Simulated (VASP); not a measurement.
# B24HN24 (a cell with a defect) in VASP: single point with PBE

Aim: the single point of B24HN24 (a cell with a defect) with PBE.

All numbers are computed with VASP 6.6.1; they aren't measurements. Logs are shortened: lines on timing, memory, paths and dates and some standing lists are left out, and cuts for length are marked.

## (1) The cell of the first run

The cell holds a defect, 49 atoms: a = 8.343 Å, b = 8.702 Å, c = 8.702 Å, α = 120.00°, β = 90.00°, γ = 90.00°.

## (2) Single point, PBE (with an interstitial atom, then relaxed in part)

The input, INCAR:

```
PREC     = Accurate       # precision mode
ENCUT    = 520            # plane-wave cutoff, eV
EDIFF    = 1E-7           # SCF threshold, eV
ISMEAR   = 0              # smearing method
SIGMA    = 0.01           # smearing width, eV
LREAL    = Auto         
LASPH    = T              # aspherical terms in the spheres
NELM     = 100            # most SCF steps
ALGO     = Normal         # electronic algorithm
ISIF     = 2              # what is computed and relaxed
LWAVE    = F              # write WAVECAR
LCHARG   = T              # write CHGCAR
GGA      = PE             # functional
LELF     = T              # ELF
LVHAR    = T            
NBANDS   = 126            # bands
NELECT   = 192.0
```

The input, KPOINTS:

```
Automatic mesh
0
Gamma
  3 3 3
```

The input, POSCAR:

```
B24HN24
1.0
    0.0000000000      0.0000000000      8.3431560662
    7.5365434625     -4.3512253968      0.0000000000
    0.0000000000      8.7024507937      0.0000000000
B N H
24 24 1
Direct
    0.2050609481      0.0000000000      0.1682819626
    0.2133334636      0.5001862634      0.1669544297
    0.2075312654      0.3348680705      0.3348680705
    0.2133334636      0.1669544297      0.5001862634
    0.2075312654      0.0000000000      0.6651319295
    0.2133334636      0.8330455703      0.3332318337
    0.2133334636      0.6667681663      0.4998137366
    0.2133334636      0.4998137366      0.6667681663
    0.2133334636      0.3332318337      0.8330455703
    0.2050609481      0.1682819626      0.0000000000
    0.2050609481      0.8317180374      0.8317180374
    0.2075312654      0.6651319295      0.0000000000
    0.7949390519      0.1682819626      0.1682819626
    0.7866665364      0.6667681663      0.1669544297
    0.7866665364      0.5001862634      0.3332318337
    0.7866665364      0.3332318337      0.5001862634
    0.7866665364      0.1669544297      0.6667681663
    0.7924687346      0.0000000000      0.3348680705
    0.7866665364      0.8330455703      0.4998137366
    0.7924687346      0.6651319295      0.6651319295
    0.7866665364      0.4998137366      0.8330455703
    0.7924687346      0.3348680705      0.0000000000
    0.7949390519      0.0000000000      0.8317180374
    0.7949390519      0.8317180374      1.0000000000
    0.8008027835      0.0000000000      0.1665572905
    0.7873159387      0.5001097782      0.1665970634
    0.7877288889      0.3332857271      0.3332857271
    0.7873159387      0.1665970634      0.5001097782
    0.7877288889      0.0000000000      0.6667142729
    0.7873159387      0.8334029366      0.3335127148
    0.7873159387      0.6664872852      0.4998902218
    0.7873159387      0.4998902218      0.6664872852
    0.7873159387      0.3335127148      0.8334029366
    0.8008027835      0.1665572905      0.0000000000
    0.8008027835      0.8334427095      0.8334427095
    0.7877288889      0.6667142729      0.0000000000
    0.1991972165      0.1665572905      0.1665572905
    0.2126840613      0.6664872852      0.1665970634
    0.2126840613      0.5001097782      0.3335127148
    0.2126840613      0.3335127148      0.5001097782
    0.2126840613      0.1665970634      0.6664872852
    0.2122711111      0.0000000000      0.3332857271
    0.2126840613      0.8334029366      0.4998902218
    0.2122711111      0.6667142729      0.6667142729
    0.2126840613      0.4998902218      0.8334029366
    0.2122711111      0.3332857271      0.0000000000
    0.1991972165      0.0000000000      0.8334427095
    0.1991972165      0.8334427095      1.0000000000
    0.0000000000      0.0000000000      0.0000000000
```

Potentials or basis: VASP PAW PBE potentials, release 64 (B, N, H).

Run with:

```console
$ cat potpaw_PBE.64/B/POTCAR potpaw_PBE.64/N/POTCAR potpaw_PBE.64/H/POTCAR > POTCAR
$ mpirun -np 1 vasp_std > vasp.out
```

OUTCAR:

```text
PREC = Accurate
   ENCUT = 520
   EDIFF = 1E-7
   ISMEAR = 0
   LREAL = Auto
   LASPH = T
   NELM = 100
   ISIF = 2
   GGA = PE
   NELECT = 192.0

 ion  position               nearest neighbor table
   1  0.205  0.000  0.168-  42 1.44  37 1.46  48 1.46
   2  0.213  0.500  0.167-  38 1.45  39 1.45  46 1.45
   3  0.208  0.335  0.335-  39 1.44  40 1.44  37 1.47
   4  0.213  0.167  0.500-  41 1.45  40 1.45  42 1.45
   5  0.208  0.000  0.665-  41 1.44  43 1.44  47 1.47
   6  0.213  0.833  0.333-  43 1.45  38 1.45  42 1.45
[... 40 lines left out ...]
  47  0.199  0.000  0.833-  11 1.46  10 1.46   5 1.47
  48  0.199  0.833  0.000-  11 1.46   1 1.46  12 1.47
  49  0.000  0.000  0.000-

  LATTYP: Found a hexagonal cell.
 ALAT       =     8.7024507937
 C/A-ratio  =     0.9587133859

  Lattice vectors:

 A1 = (   7.5365434625,  -4.3512253968,   0.0000000000)
 A2 = (   0.0000000000,   8.7024507937,   0.0000000000)
 A3 = (   0.0000000000,   0.0000000000,   8.3431560662)

Analysis of symmetry for initial positions (statically):
=====================================================================
 Subroutine PRICEL returns:
 Original cell was already a primitive cell.

 Routine SETGRP: Setting up the symmetry group for a
 hexagonal supercell.

 Subroutine GETGRP returns: Found 12 space group operations
 (whereof 12 operations were pure point group operations)
 out of a pool of 24 trial point group operations.

The static configuration has the point symmetry D_3d.

Analysis of symmetry for dynamics (positions and initial velocities):
=====================================================================
 Subroutine PRICEL returns:
 Original cell was already a primitive cell.

 Routine SETGRP: Setting up the symmetry group for a
 hexagonal supercell.

 Subroutine GETGRP returns: Found 12 space group operations
 (whereof 12 operations were pure point group operations)
 out of a pool of 24 trial point group operations.

The dynamic configuration has the point symmetry D_3d.

 Subroutine INISYM returns: Found 12 space group operations
 (whereof 12 operations are pure point group operations),
 and found     1 'primitive' translations

----------------------------------------------------------------------------------------

                                     Primitive cell

  volume of cell :     547.1976

  direct lattice vectors                    reciprocal lattice vectors
     0.000000000  0.000000000  8.343156066     0.000000000  0.000000000  0.119858719
     7.536543463 -4.351225397  0.000000000     0.132686822  0.000000000  0.000000000
     0.000000000  8.702450794  0.000000000     0.066343411  0.114910158  0.000000000

  length of vectors
     8.343156066  8.702450794  8.702450794     0.119858719  0.132686822  0.132686822

  position of ions in fractional coordinates (direct lattice)
     0.205060948  0.000000000  0.168281963
     0.213333464  0.500186263  0.166954430
     0.207531265  0.334868071  0.334868071
     0.213333464  0.166954430  0.500186263
     0.207531265  0.000000000  0.665131929
     0.213333464  0.833045570  0.333231834
[... 41 lines left out ...]
     0.199197216  0.833442709  0.000000000
     0.000000000  0.000000000  0.000000000

  ion indices of the primitive-cell ions
   primitive index   ion index
                 1           1
                 2           2
                 3           3
                 4           4
                 5           5
                 6           6
[... 41 lines left out ...]
                48          48
                49          49

----------------------------------------------------------------------------------------

 KPOINTS: Automatic mesh

Automatic generation of k-mesh.
 Grid dimensions read from file:
 generate k-points for:    3    3    3

 Generating k-lattice:

  Cartesian coordinates                     Fractional coordinates (reciprocal lattice)
     0.000000000  0.000000000  0.039952906     0.333333333  0.000000000  0.000000000
     0.044228941  0.000000000  0.000000000     0.000000000  0.333333333  0.000000000
     0.022114470  0.038303386  0.000000000     0.000000000  0.000000000  0.333333333

  Length of vectors
     0.039952906  0.044228941  0.044228941

  Shift w.r.t. Gamma in fractional coordinates (k-lattice)
     0.000000000  0.000000000  0.000000000

 Subroutine IBZKPT returns following result:
 ===========================================

 Found      7 irreducible k-points:

 Following reciprocal coordinates:
            Coordinates               Weight
  0.000000  0.000000  0.000000      1.000000
  0.333333  0.000000  0.000000      2.000000
  0.000000  0.333333  0.000000      6.000000
  0.333333  0.333333  0.000000     12.000000
  0.000000  0.333333  0.333333      2.000000
  0.333333  0.333333  0.333333      2.000000
  0.333333 -0.333333 -0.333333      2.000000
   k-points           NKPTS =      7   k-points in BZ     NKDIM =      7   number of bands    NBANDS=    126
   number of dos      NEDOS =    301   number of ions     NIONS =     49
   total plane-waves  NPLWV = 313600
   dimension x,y,z NGX =    64 NGY =   70 NGZ =   70
   dimension x,y,z NGXF=   128 NGYF=  140 NGZF=  140
   ions per type =              24  24   1
   NGX,Y,Z   is equivalent  to a cutoff of  12.75, 13.37, 13.37 a.u.
   NGXF,Y,Z  is equivalent  to a cutoff of  25.51, 26.74, 26.74 a.u.
 SYSTEM =  unknown system
   PREC   = accura    normal or accurate (medium, high low for compatibility)
   ISTART =      0    job   : 0-new  1-cont  2-samecut
   ICHARG =      2    charge: 1-file 2-atom 10-const
   ISPIN  =      1    spin polarized calculation?
   LNONCOLLINEAR =      F non collinear calculations
   LSORBIT =      F    spin-orbit coupling
   LASPH  =      T    aspherical Exc in radial PAW
   ENCUT  =  520.0 eV  38.22 Ry    6.18 a.u.  15.51 16.18 16.18*2*pi/ulx,y,z
   NELM   =    100;   NELMIN=  2; NELMDL= -5     # of ELM steps
   EDIFF  = 0.1E-06   stopping-criterion for ELM
   LREAL  =      T    real-space projection
   EDIFFG = 0.1E-05   stopping-criterion for IOM
   NSW    =      0    number of steps for IOM
   IBRION =     -1    ionic relax: 0-MD 1-quasi-New 2-CG
   NFREE  =      0    steps in history (QN), initial steepest desc. (CG)
   ISIF   =      2    stress and relaxation
   ISYM   =      2    0-nonsym 1-usesym 2-fastsym
   POTIM  = 0.5000    time-step for ionic-motion
   TEBEG  =    0.0;   TEEND  =   0.0 temperature during run
   PSTRESS=    0.0 pullay stress
   NELECT =     192.0000    total number of electrons
   NUPDOWN=      -1.0000    fix difference up-down
   EMIN   =  10.00;   EMAX   =-10.00  energy-range for DOS
   EFERMI =   0.00;   METHOD = LEGACY
   ISMEAR =     0;   SIGMA  =   0.01  broadening in eV -4-tet -1-fermi 0-gaus
   EFERMI_NEDOS =   21; number of points for ismear=-14 and -15
   IALGO  =     38    algorithm
   IMIX   =      4    mixing-type and parameters
     AMIX     =   0.40;   BMIX     =  1.00
     AMIX_MAG =   1.60;   BMIX_MAG =  1.00
  volume/ion in A,a.u.               =      11.17        75.36
  Fermi-wavevector in a.u.,A,eV,Ry     =   1.154677  2.182023 18.140362  1.333279
  Thomas-Fermi vector in A             =   2.291312
   LORBIT       =      0    0 simple, 1 ext, 2 COOP (PROOUT), +10 PAW based schemes
   GGA     = PE    functional components
   LHFCALC =     F    Hartree Fock is set to
   AEXX    =    0.0000 exact exchange contribution
   IVDW    =     0    specifies the selected vdW correction
   LEPSILON=     F    determine dielectric tensor
   LRPA    =     F    only Hartree local field effects (RPA)
 non-spin polarized calculation
 Gauss-broadening in eV      SIGMA  =   0.01
  energy-cutoff  :      520.00
  volume of cell :      547.20
 maximum number of plane-waves:     14773
 NGX is ok and might be reduce to    64
   NGX = 31   NGY = 33   NGZ = 33

 number of electron     192.0000002 magnetization

 Free energy of the ion-electron system (eV)
  ---------------------------------------------------
  ext. energy  EPLUGINS =         0.00000000
  ---------------------------------------------------
  free energy    TOTEN  =      -424.04074420 eV

  energy without entropy =     -424.04074420  energy(sigma->0) =     -424.04074420

 E-fermi :   0.6291     XC(G=0):  -8.5579

 val. band max:        0.5552453614   @ k =   0.3333   0.0000   0.0000
 cond. band min:       1.2525825029   @ k =   0.0000   0.0000   0.0000
 fundamental gap:      0.6973371415
 Fermi energy:         0.6290757673

 k-point     1 :       0.0000    0.0000    0.0000
  band No.  band energies     occupation
      1     -17.1314      2.00000
      2     -17.0049      2.00000
      3     -15.7724      2.00000
      4     -15.6396      2.00000
      5     -15.6396      2.00000
      6     -15.6333      2.00000
[... 100 lines left out ...]
    107       5.7294      0.00000
    108       5.7360      0.00000

 k-point     2 :       0.3333    0.0000    0.0000
  band No.  band energies     occupation
      1     -17.1286      2.00000
      2     -17.0078      2.00000
      3     -15.7705      2.00000
      4     -15.6377      2.00000
      5     -15.6377      2.00000
      6     -15.6353      2.00000
[... 547 lines left out ...]
 k-point     7 :       0.3333   -0.3333   -0.3333
  band No.  band energies     occupation
      1     -16.7490      2.00000
      2     -16.5999      2.00000
      3     -16.5083      2.00000
      4     -16.5083      2.00000
      5     -16.4221      2.00000
      6     -16.4221      2.00000
[... 100 lines left out ...]
    107       6.2468      0.00000
    108       6.2468      0.00000
 [bands above 108 left out]

------------------------ aborting loop because EDIFF is reached ----------------------------------------

  FORCE on cell =-STRESS in cart. coord.  units (eV):
  Direction    XX          YY          ZZ          XY          YZ          ZX
  --------------------------------------------------------------------------------------
  -------------------------------------------------------------------------------------
  Total       -4.2946456     -4.2946456     -7.3484873     -0.0000000     -0.0000000     -0.0000000
  in kB      -12.5745880    -12.5745880    -21.5161409     -0.0000000     -0.0000000     -0.0000000
  external PRESSURE =     -15.5551056 kB  Pullay stress =       0.0000000 kB

 VOLUME and BASIS-vectors are now :
 -----------------------------------------------------------------------------
  energy-cutoff  :      520.00
  volume of cell :      547.20
      direct lattice vectors                 reciprocal lattice vectors
     0.000000000  0.000000000  8.343156066     0.000000000  0.000000000  0.119858719
     7.536543463 -4.351225397  0.000000000     0.132686822  0.000000000  0.000000000
     0.000000000  8.702450794  0.000000000     0.066343411  0.114910158  0.000000000

 POSITION                                       TOTAL-FORCE (eV/Angst)
 -----------------------------------------------------------------------------------
      0.00000      1.46447      1.71086         0.000000      0.008332     -0.006279
      3.76968     -0.72351      1.77987         0.002090      0.000504      0.000611
      2.52375      1.45709      1.73147         0.003158      0.001823      0.008098
      1.25826      3.62639      1.77987         0.001482      0.001558      0.000611
      0.00000      5.78828      1.73147         0.000000     -0.003647      0.008098
      6.27828     -0.72484      1.77987        -0.001482      0.001558      0.000611
[... 41 lines left out ...]
      6.28128     -3.62650      1.66193         0.000040     -0.000023      0.004478
      0.00000      0.00000      0.00000         0.000000      0.000000     -0.000000
 -----------------------------------------------------------------------------------
    total drift:                                0.000000     -0.000000      0.000000

  FREE ENERGIE OF THE ION-ELECTRON SYSTEM (eV)
  ---------------------------------------------------
  free  energy   TOTEN  =      -424.0407441956 eV

  energy  without entropy=     -424.0407441956  energy(sigma->0) =     -424.04074420
```

It took 20 min on 1 thread of Intel Xeon Platinum 8375C at 2.90GHz (Ice Lake), shared host; peak memory 0.81 GiB.

Results:

| Item | Value |
| --- | --- |
| Free energy | -424.0407 eV |
| Largest force | 0.010 eV/Å |

Forces on the atoms (eV/Å):
```
B    0.000  0.008 -0.006
B    0.002  0.001  0.001
B    0.003  0.002  0.008
B    0.001  0.002  0.001
B    0.000 -0.004  0.008
B   -0.001  0.002  0.001
B   -0.001 -0.002  0.001
B   -0.002  0.001  0.001
B    0.001 -0.002  0.001
B    0.007 -0.004 -0.006
B   -0.007 -0.004 -0.006
B   -0.003  0.002  0.008
B    0.007  0.004  0.006
B   -0.001  0.002 -0.001
B    0.002 -0.001 -0.001
B    0.001  0.002 -0.001
B    0.001 -0.002 -0.001
B    0.000  0.004 -0.008
B   -0.001 -0.002 -0.001
B   -0.003 -0.002 -0.008
B   -0.002 -0.001 -0.001
B    0.003 -0.002 -0.008
B    0.000 -0.008  0.006
B   -0.007  0.004  0.006
N    0.000  0.000 -0.004
N    0.000 -0.002  0.002
N   -0.004 -0.002 -0.002
N   -0.002  0.001  0.002
N    0.000  0.005 -0.002
N    0.002  0.001  0.002
N   -0.001  0.001  0.002
N    0.000 -0.002  0.002
N    0.001  0.001  0.002
N    0.000  0.000 -0.004
N    0.000  0.000 -0.004
N    0.004 -0.002 -0.002
N    0.000  0.000  0.004
N   -0.001 -0.001 -0.002
N    0.000  0.002 -0.002
N    0.001 -0.001 -0.002
N   -0.002 -0.001 -0.002
N    0.000 -0.005  0.002
N    0.002 -0.001 -0.002
N    0.004  0.002  0.002
N    0.000  0.002 -0.002
N   -0.004  0.002  0.002
N    0.000  0.000  0.004
N    0.000  0.000  0.004
H    0.000  0.000  0.000
```

Caveat: the cell carries a net charge on a neutralising background, which shifts energy and pressure; the cell differs from its parent crystal (with an interstitial atom, then relaxed in part); the cell is charged against a uniform background, so pressure and absolute levels hang on convention.
